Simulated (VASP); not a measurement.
# B5C2 (C2/m) in VASP: a series of runs, part 2 of 2

VASP 6.6.1.

### 3 Single point, PBE (volume scaled by 0.91, then relaxed in part)

File INCAR:

```
PREC = Accurate
ENCUT = 520
EDIFF = 1E-7
ISMEAR = 0
SIGMA = 0.02
LREAL = F
LASPH = T
NELM = 80
ALGO = Normal
ISIF = 2
LWAVE = F
LCHARG = T
GGA = PE
LELF = T
LVHAR = T
NBANDS = 36
```

File KPOINTS:

```
regular mesh
0
Gamma
  6 6 6
```

File POSCAR:

```
B5C2
1.0
    3.9668879040     -2.6792939118     -0.0025461041
    3.9668879040      2.6792939118     -0.0025461041
   -2.0289543206      0.0000000000      4.1367981792
B C
10 4
Direct
    0.7939401730      0.3181870014      0.2137845606
    0.6818129986      0.2060598270      0.7862154394
    0.2060598270      0.6818129986      0.7862154394
    0.3181870014      0.7939401730      0.2137845606
    0.6714603860      0.9929368849      0.0086336986
    0.3285396140      0.0070631151      0.9913663014
    0.9929368849      0.6714603860      0.0086336986
    0.0070631151      0.3285396140      0.9913663014
    0.7900915026      0.7900915026      0.6747036275
    0.2099084974      0.2099084974      0.3252963725
    0.5767175900      0.5767175900      0.4208956395
    0.4232824100      0.4232824100      0.5791043605
    0.9988661629      0.9988661629      0.3379183124
    0.0011338371      0.0011338371      0.6620816876
```

Potentials or basis: VASP PAW PBE potentials, release 64 (B, C).

Run with:

```
$ cat potpaw_PBE.64/B/POTCAR potpaw_PBE.64/C/POTCAR > POTCAR
$ mpirun -np 1 vasp_std > vasp.out
```

OUTCAR:

```text
PREC = Accurate
   ENCUT = 520
   EDIFF = 1E-7
   ISMEAR = 0
   LREAL = F
   LASPH = T
   NELM = 80
   ISIF = 2
   GGA = PE

 ion  position               nearest neighbor table
   1  0.794  0.318  0.214-  11 1.56  13 1.65   5 1.69   8 1.71   2 1.77  10 1.78
   2  0.682  0.206  0.786-  12 1.56  14 1.65   8 1.69   5 1.71   1 1.77   9 1.78
   3  0.206  0.682  0.786-  12 1.56  14 1.65   6 1.69   7 1.71   4 1.77   9 1.78
   4  0.318  0.794  0.214-  11 1.56  13 1.65   7 1.69   6 1.71   3 1.77  10 1.78
   5  0.671  0.993  0.009-   6 1.59   9 1.66   1 1.69   2 1.71   7 1.72  13 1.74
   6  0.329  0.007  0.991-   5 1.59  10 1.66   3 1.69   4 1.71   8 1.72  14 1.74
   7  0.993  0.671  0.009-   8 1.59   9 1.66   4 1.69   3 1.71   5 1.72  13 1.74
   8  0.007  0.329  0.991-   7 1.59  10 1.66   2 1.69   1 1.71   6 1.72  14 1.74
   9  0.790  0.790  0.675-  11 1.58   7 1.66   5 1.66  14 1.70   2 1.78   3 1.78
  10  0.210  0.210  0.325-  12 1.58   8 1.66   6 1.66  13 1.70   1 1.78   4 1.78
  11  0.577  0.577  0.421-   1 1.56   4 1.56   9 1.58  12 1.67
  12  0.423  0.423  0.579-   2 1.56   3 1.56  10 1.58  11 1.67
  13  0.999  0.999  0.338-  14 1.49   4 1.65   1 1.65  10 1.70   5 1.74   7 1.74
  14  0.001  0.001  0.662-  13 1.49   3 1.65   2 1.65   9 1.70   6 1.74   8 1.74

  LATTYP: Found a base centered monoclinic cell.
 ALAT       =     7.9337774422
 B/A-ratio  =     0.6754144369
 C/A-ratio  =     0.5807543556
 COS(beta)  =    -0.4409279731

  Lattice vectors:

 A1 = (   3.9668879040,  -2.6792939118,  -0.0025461041)
 A2 = (   3.9668879040,   2.6792939118,  -0.0025461041)
 A3 = (  -2.0289543206,   0.0000000000,   4.1367981792)

Analysis of symmetry for initial positions (statically):
=====================================================================
 Subroutine PRICEL returns:
 Original cell was already a primitive cell.

 Routine SETGRP: Setting up the symmetry group for a
 base centered monoclinic supercell.

 Subroutine GETGRP returns: Found  4 space group operations
 (whereof  4 operations were pure point group operations)
 out of a pool of  4 trial point group operations.

The static configuration has the point symmetry C_2h.

Analysis of symmetry for dynamics (positions and initial velocities):
=====================================================================
 Subroutine PRICEL returns:
 Original cell was already a primitive cell.

 Routine SETGRP: Setting up the symmetry group for a
 base centered monoclinic supercell.

 Subroutine GETGRP returns: Found  4 space group operations
 (whereof  4 operations were pure point group operations)
 out of a pool of  4 trial point group operations.

The dynamic configuration has the point symmetry C_2h.

 Subroutine INISYM returns: Found  4 space group operations
 (whereof  4 operations are pure point group operations),
 and found     1 'primitive' translations

----------------------------------------------------------------------------------------

                                     Primitive cell

  volume of cell :      87.9079

  direct lattice vectors                    reciprocal lattice vectors
     3.966887904 -2.679293912 -0.002546104     0.126083081 -0.186616331  0.061839326
     3.966887904  2.679293912 -0.002546104     0.126083081  0.186616331  0.061839326
[... 97 lines left out ...]
   NGX,Y,Z   is equivalent  to a cutoff of  12.50, 12.50, 12.99 a.u.
   NGXF,Y,Z  is equivalent  to a cutoff of  25.00, 25.00, 25.98 a.u.
 SYSTEM =  unknown system
   PREC   = accura    normal or accurate (medium, high low for compatibility)
   ISTART =      0    job   : 0-new  1-cont  2-samecut
   ICHARG =      2    charge: 1-file 2-atom 10-const
   ISPIN  =      1    spin polarized calculation?
   LNONCOLLINEAR =      F non collinear calculations
   LSORBIT =      F    spin-orbit coupling
   LASPH  =      T    aspherical Exc in radial PAW
   ENCUT  =  520.0 eV  38.22 Ry    6.18 a.u.   8.90  8.90  8.57*2*pi/ulx,y,z
   NELM   =     80;   NELMIN=  2; NELMDL= -5     # of ELM steps
   EDIFF  = 0.1E-06   stopping-criterion for ELM
   LREAL  =      F    real-space projection
   EDIFFG = 0.1E-05   stopping-criterion for IOM
   NSW    =      0    number of steps for IOM
   IBRION =     -1    ionic relax: 0-MD 1-quasi-New 2-CG
   NFREE  =      0    steps in history (QN), initial steepest desc. (CG)
   ISIF   =      2    stress and relaxation
   ISYM   =      2    0-nonsym 1-usesym 2-fastsym
   POTIM  = 0.5000    time-step for ionic-motion
   TEBEG  =    0.0;   TEEND  =   0.0 temperature during run
   PSTRESS=    0.0 pullay stress
   NELECT =      46.0000    total number of electrons
   NUPDOWN=      -1.0000    fix difference up-down
   EMIN   =  10.00;   EMAX   =-10.00  energy-range for DOS
   EFERMI =   0.00;   METHOD = LEGACY
   ISMEAR =     0;   SIGMA  =   0.02  broadening in eV -4-tet -1-fermi 0-gaus
   EFERMI_NEDOS =   21; number of points for ismear=-14 and -15
   IALGO  =     38    algorithm
   IMIX   =      4    mixing-type and parameters
     AMIX     =   0.40;   BMIX     =  1.00
     AMIX_MAG =   1.60;   BMIX_MAG =  1.00
  volume/ion in A,a.u.               =       6.28        42.37
  Fermi-wavevector in a.u.,A,eV,Ry     =   1.319223  2.492970 23.678883  1.740349
  Thomas-Fermi vector in A             =   2.449136
   LORBIT       =      0    0 simple, 1 ext, 2 COOP (PROOUT), +10 PAW based schemes
   GGA     = PE    functional components
   LHFCALC =     F    Hartree Fock is set to
   AEXX    =    0.0000 exact exchange contribution
   IVDW    =     0    specifies the selected vdW correction
   LEPSILON=     F    determine dielectric tensor
   LRPA    =     F    only Hartree local field effects (RPA)
 non-spin polarized calculation
 Gauss-broadening in eV      SIGMA  =   0.02
  energy-cutoff  :      520.00
  volume of cell :       87.91
 maximum number of plane-waves:      2386
   NGX = 17   NGY = 17   NGZ = 17

 number of electron      46.0000000 magnetization

 Free energy of the ion-electron system (eV)
  ---------------------------------------------------
  ext. energy  EPLUGINS =         0.00000000
  ---------------------------------------------------
  free energy    TOTEN  =      -102.80771711 eV

  energy without entropy =     -102.80771711  energy(sigma->0) =     -102.80771711

 E-fermi :   7.1106     XC(G=0): -12.2683

 val. band max:        6.9477207853   @ k =   0.0000   0.0000   0.0000
 cond. band min:       9.4725290410   @ k =   0.5000   0.5000   0.0000
 fundamental gap:      2.5248082556
 Fermi energy:         7.1105897247

 k-point     1 :       0.0000    0.0000    0.0000
  band No.  band energies     occupation
      1     -11.5408      2.00000
      2      -6.5869      2.00000
      3      -6.4931      2.00000
      4      -5.2178      2.00000
      5      -4.7636      2.00000
      6      -4.4449      2.00000
[... 901 lines left out ...]
     34      15.9202      0.00000
     35      16.8996      0.00000

 [... further k-points ...]

 [bands above 35 left out]

------------------------ aborting loop because EDIFF is reached ----------------------------------------

  FORCE on cell =-STRESS in cart. coord.  units (eV):
  Direction    XX          YY          ZZ          XY          YZ          ZX
  --------------------------------------------------------------------------------------
  -------------------------------------------------------------------------------------
  Total       15.8862703     15.9002282     15.9119347      0.0000000      0.0000000     -0.0211105
  in kB      289.5373877    289.7917793    290.0051380      0.0000000      0.0000000     -0.3847521
  external PRESSURE =     289.7781017 kB  Pullay stress =       0.0000000 kB

 VOLUME and BASIS-vectors are now :
 -----------------------------------------------------------------------------
  energy-cutoff  :      520.00
  volume of cell :       87.91
      direct lattice vectors                 reciprocal lattice vectors
     3.966887904 -2.679293912 -0.002546104     0.126083081 -0.186616331  0.061839326
     3.966887904  2.679293912 -0.002546104     0.126083081  0.186616331  0.061839326
    -2.028954321  0.000000000  4.136798179     0.000155202  0.000000000  0.241808968

 POSITION                                       TOTAL-FORCE (eV/Angst)
 -----------------------------------------------------------------------------------
      3.97792     -1.27468      0.88155         0.005194      0.006350      0.002610
      1.92690     -1.27468      3.25015        -0.005194      0.006350     -0.002610
      1.92690      1.27468      3.25015        -0.005194     -0.006350     -0.002610
      3.97792      1.27468      0.88155         0.005194     -0.006350      0.002610
      6.58496      0.86133      0.03148        -0.017399      0.008182      0.009260
     -0.68014     -0.86133      4.10023         0.017399     -0.008182     -0.009260
      6.58496     -0.86133      0.03148        -0.017399     -0.008182      0.009260
     -0.68014      0.86133      4.10023         0.017399      0.008182     -0.009260
      4.89947      0.00000      2.78709         0.004617      0.000000     -0.016163
      1.00536      0.00000      1.34462        -0.004617      0.000000      0.016163
      3.72157      0.00000      1.73822        -0.005236      0.000000      0.003608
      2.18325      0.00000      2.39348         0.005236      0.000000     -0.003608
      7.23916      0.00000      1.39281        -0.001328      0.000000     -0.012643
     -1.33434      0.00000      2.73889         0.001328      0.000000      0.012643
 -----------------------------------------------------------------------------------
    total drift:                                0.000000     -0.000000      0.000000

  FREE ENERGIE OF THE ION-ELECTRON SYSTEM (eV)
  ---------------------------------------------------
  free  energy   TOTEN  =      -102.8077171131 eV

  energy  without entropy=     -102.8077171131  energy(sigma->0) =     -102.80771711
```

It took 1.9 min on 1 thread of Intel Xeon 6975P-C (Granite Rapids), shared host; peak memory 0.28 GiB.

Results:

```
Free energy            : -102.8077 eV
Pressure               : 29.0 GPa
Largest force          : 0.021 eV/Å
Band gap on the k mesh : 2.52 eV, indirect (least direct gap 3.17 eV)
```

Forces in eV/Å, atoms in the order of the input:
```
B    0.005  0.006  0.003
B   -0.005  0.006 -0.003
B   -0.005 -0.006 -0.003
B    0.005 -0.006  0.003
B   -0.017  0.008  0.009
B    0.017 -0.008 -0.009
B   -0.017 -0.008  0.009
B    0.017  0.008 -0.009
B    0.005  0.000 -0.016
B   -0.005  0.000  0.016
C   -0.005  0.000  0.004
C    0.005  0.000 -0.004
C   -0.001  0.000 -0.013
C    0.001  0.000  0.013
```

Caveat: the cell differs from its parent crystal (volume scaled by 0.91, then relaxed in part). A k mesh can miss the band edges.

### 4 Single point, PBE

File INCAR:

```
SYSTEM = B5C2
ALGO     = Normal         ! electronic algorithm
EDIFF    = 1E-6           ! SCF threshold, eV
ENCUT    = 520            ! plane-wave cutoff, eV
GGA      = PE             ! functional
ISIF     = 2              ! what is computed and relaxed
ISMEAR   = 0              ! smearing method
LASPH    = .True.         ! aspherical terms in the spheres
LCHARG   = .False.        ! write CHGCAR
LREAL    = .False.        ! projectors in reciprocal space
LWAVE    = .False.        ! write WAVECAR
NBANDS   = 36             ! bands
NELM     = 100            ! most SCF steps
PREC     = Accurate       ! precision mode
SIGMA    = 0.02           ! smearing width, eV
```

File KPOINTS:

```
k-points
0
Gamma
  6 6 6
  0 0 0
```

File POSCAR:

```
B5C2
1.0
    4.0992146829     -2.7602252112      0.0000993266
    4.0992146829      2.7602252112      0.0000993266
   -2.0937914544      0.0000000000      4.2688033255
B C
10 4
Direct
    0.7942948779      0.3155751189      0.2135302979
    0.6844248811      0.2057051221      0.7864697021
    0.2057051221      0.6844248811      0.7864697021
    0.3155751189      0.7942948779      0.2135302979
    0.6707858981      0.9934455720      0.0063702477
    0.3292141019      0.0065544280      0.9936297523
    0.9934455720      0.6707858981      0.0063702477
    0.0065544280      0.3292141019      0.9936297523
    0.7904188235      0.7904188235      0.6767910014
    0.2095811765      0.2095811765      0.3232089986
    0.5790499625      0.5790499625      0.4184494852
    0.4209500375      0.4209500375      0.5815505148
    0.9994383734      0.9994383734      0.3384404108
    0.0005616266      0.0005616266      0.6615595892
```

Run with:

```
$ cat potpaw_PBE.64/B/POTCAR potpaw_PBE.64/C/POTCAR > POTCAR
$ mpirun -np 1 vasp_std > vasp.out
```

It took 2 min on 1 thread of Intel Xeon 6975P-C (Granite Rapids), shared host; peak memory 0.32 GiB.

The run converged. Its results:

```yaml
Free_energy: -103.5495 eV
Pressure: 0.1 GPa
Largest_force: 0.011 eV/Å
Band_gap_on_the_k_mesh: 2.52 eV, indirect (least direct gap 2.91 eV)
```

Forces in eV/Å, atoms in the order of the input:
```
B    0.001  0.001 -0.001
B   -0.001  0.001  0.001
B   -0.001 -0.001  0.001
B    0.001 -0.001 -0.001
B   -0.009  0.005  0.005
B    0.009 -0.005 -0.005
B   -0.009 -0.005  0.005
B    0.009  0.005 -0.005
B    0.005  0.000 -0.009
B   -0.005  0.000  0.009
C   -0.004  0.000  0.001
C    0.004  0.000 -0.001
C    0.003  0.000 -0.008
C   -0.003  0.000  0.008
```

Levels at points of the mesh, in eV from the valence-band top:
| k point | band 21 | band 22 | band 23 | band 24 | band 25 | band 26 |
| --- | --- | --- | --- | --- | --- | --- |
| (0.00, 0.00, 0.00) | -1.17 | -0.24 | 0.00 | 5.00 | 5.31 | 5.51 |
| (0.50, 0.00, 0.00) | -2.07 | -0.96 | -0.75 | 2.79 | 3.71 | 4.28 |
| (0.50, 0.50, 0.00) | -1.82 | -1.37 | -1.23 | 2.52 | 3.86 | 5.19 |
| (0.00, 0.00, 0.50) | -1.88 | -1.40 | -0.12 | 2.91 | 3.83 | 4.61 |
| (0.50, 0.00, 0.50) | -1.59 | -1.02 | -0.61 | 2.96 | 3.56 | 4.93 |
| (0.50, 0.50, 0.50) | -1.05 | -1.02 | -0.33 | 2.58 | 2.75 | 4.03 |

A k mesh can miss the band edges.

### 5 Relaxation of cell and atoms, PBE

This run uses another cell than the first one, of 7.83 Å³/atom, 1.134 times its volume.

File INCAR:

```
SYSTEM = B5C2
ALGO = Normal ; EDIFF = 1E-6
EDIFFG = -0.08 ; ENCUT = 600
GGA = PE ; IBRION = 2
ISIF = 3 ; ISMEAR = 0
LASPH = .True. ; LCHARG = .False.
LREAL = .False. ; LWAVE = .False.
NELM = 100 ; NSW = 36
PREC = Accurate ; SIGMA = 0.2
```

File KPOINTS:

```
k-points
0
Gamma
  4 4 4
  0 0 0
```

File POSCAR:

```
B5C2
1.0
    4.2125389800     -2.8573367300      0.0000000000
    4.2125389800      2.8573367300      0.0000000000
   -2.2689652700      0.0000000000      4.5535954700
B C
10 4
Direct
    0.8035000000      0.3105000000      0.1960000000
    0.6895000000      0.1965000000      0.8040000000
    0.1965000000      0.6895000000      0.8040000000
    0.3105000000      0.8035000000      0.1960000000
    0.6755000000      0.9875000000      0.0120000000
    0.3245000000      0.0125000000      0.9880000000
    0.9875000000      0.6755000000      0.0120000000
    0.0125000000      0.3245000000      0.9880000000
    0.8040000000      0.8040000000      0.6900000000
    0.1960000000      0.1960000000      0.3100000000
    0.5700000000      0.5700000000      0.4310000000
    0.4300000000      0.4300000000      0.5690000000
    0.9880000000      0.9880000000      0.3250000000
    0.0120000000      0.0120000000      0.6750000000
```

Run with:

```
$ cat potpaw_PBE.64/B/POTCAR potpaw_PBE.64/C/POTCAR > POTCAR
$ mpirun -np 1 vasp_std > vasp.out
```

It took 6.3 min on 1 thread of Intel Xeon 6975P-C (Granite Rapids), shared host; peak memory 0.29 GiB.

It converged, with:

```yaml
Free_energy: -103.5791 eV
Relaxed_volume: 6.90 Å³/atom
Relaxed_cell: a = 4.942 Å, b = 4.942 Å, c = 4.752 Å, α = 111.43°, β = 111.43°, γ = 67.90°
Space_group_after_relaxing_to_0.05_Å: C2/m (No. 12)
Energy_gained_by_relaxing: 211.3 meV/atom
Ionic_steps: 11
Pressure_after_relaxing: 0.2 GPa
Largest_force_after_relaxing: 0.057 eV/Å
Band_gap_on_the_k_mesh: 2.53 eV, indirect (least direct gap 2.92 eV)
```

Forces in eV/Å, atoms in the order of the input:
```
B   -0.021 -0.008  0.010
B    0.021 -0.008 -0.010
B    0.021  0.008 -0.010
B   -0.021  0.008  0.010
B   -0.036  0.009  0.009
B    0.036 -0.009 -0.009
B   -0.036 -0.009  0.009
B    0.036  0.009 -0.009
B    0.029  0.000 -0.043
B   -0.029  0.000  0.043
C   -0.057  0.000 -0.004
C    0.057  0.000  0.004
C    0.015  0.000 -0.040
C   -0.015  0.000  0.040
```

Stress tensor (GPa, compression positive):
```
 0.00  0.00 -0.09
 0.00  0.03  0.00
-0.09  0.00  0.55
```

Step by step:
```tsv
step	energy change (eV)	largest force (eV/Å)	pressure (GPa)	volume (Å³)
1	0.0000	3.5769	-25.28	109.62
2	-2.2516	1.9705	19.69	91.05
3	-2.8053	1.4667	1.43	96.17
4	-2.8057	1.4877	2.22	95.91
5	-2.8247	2.1803	1.57	96.06
6	-2.9209	0.4541	1.51	95.99
7	-2.9517	0.2495	-0.51	96.78
8	-2.9517	0.2419	-0.45	96.76
9	-2.9561	0.1625	-0.23	96.69
10	-2.9565	0.1000	-0.28	96.71
11	-2.9577	0.0569	0.19	96.55
```

Final structure:
```
B C
1.0
     4.09927   -2.76001    0.05347
     4.09927    2.76001    0.05347
    -2.14834    0.00000    4.23895
B C
10 4
Cartesian
  4.0926 -1.3208 0.9643
  1.9576 -1.3208 3.3816
  1.9576 1.3208 3.3816
  4.0926 1.3208 0.9643
  6.8092 0.8909 0.1174
  -0.7590 -0.8909 4.2285
  6.8092 -0.8909 0.1174
  -0.7590 0.8909 4.2285
  5.0258 0.0000 2.9555
  1.0244 0.0000 1.3904
  3.8524 0.0000 1.8359
  2.1978 0.0000 2.5100
  7.4668 0.0000 1.5421
  -1.4166 0.0000 2.8037
```

Levels at points of the mesh, in eV from the valence-band top:
```tsv
k point	band 21	band 22	band 23	band 24	band 25	band 26
(0.00, 0.00, 0.00)	-1.17	-0.25	0.00	5.00	5.34	5.47
(0.50, 0.00, 0.00)	-2.06	-0.95	-0.76	2.78	3.72	4.28
(0.50, 0.50, 0.00)	-1.82	-1.37	-1.24	2.53	3.87	5.18
(0.00, 0.00, 0.50)	-1.85	-1.40	-0.12	2.91	3.83	4.62
(0.50, 0.00, 0.50)	-1.60	-1.02	-0.61	2.95	3.56	4.94
(0.50, 0.50, 0.50)	-1.05	-1.02	-0.33	2.59	2.73	4.03
```

Caveat: the relaxation stopped at a loose force limit of 0.08 eV/Å, so its end isn't a converged minimum. A k mesh can miss the band edges.

### 6 Overview

```csv
task,cell,k mesh,cutoff (eV),smearing,gap on the mesh (eV),pressure (GPa),largest force (eV/Å)
single point,"a = 4.944, b = 4.944, c = 4.756 Å, angles 111.4, 111.4, 67.9°, 14 atoms",4 × 4 × 4,520,gaussian 0.2 eV,2.53,-0.1,0.02
single point,"a = 4.787, b = 4.787, c = 4.608 Å, angles 111.4, 111.4, 68.1°, 14 atoms",6 × 6 × 6,520,gaussian 0.02 eV,2.52,29.0,0.02
single point,"a = 4.942, b = 4.942, c = 4.755 Å, angles 111.4, 111.4, 67.9°, 14 atoms",6 × 6 × 6,520,gaussian 0.02 eV,2.52,0.1,0.01
relaxation of cell and atoms,"relaxed from a = 5.090, b = 5.090, c = 5.088 Å, angles 111.7, 111.7, 68.3°, 14 atoms",4 × 4 × 4,600,gaussian 0.2 eV,2.53,0.2,0.06
```

Alike in all rows: level PBE; potentials or basis VASP PAW PBE potentials, release 64 (B, C); no spin polarisation.

Caveats: the relaxation stopped at a loose force limit of 0.08 eV/Å, so its end isn't a converged minimum (some runs).

Total energies depend on the potentials used, so only differences within one code and one set of settings carry meaning.
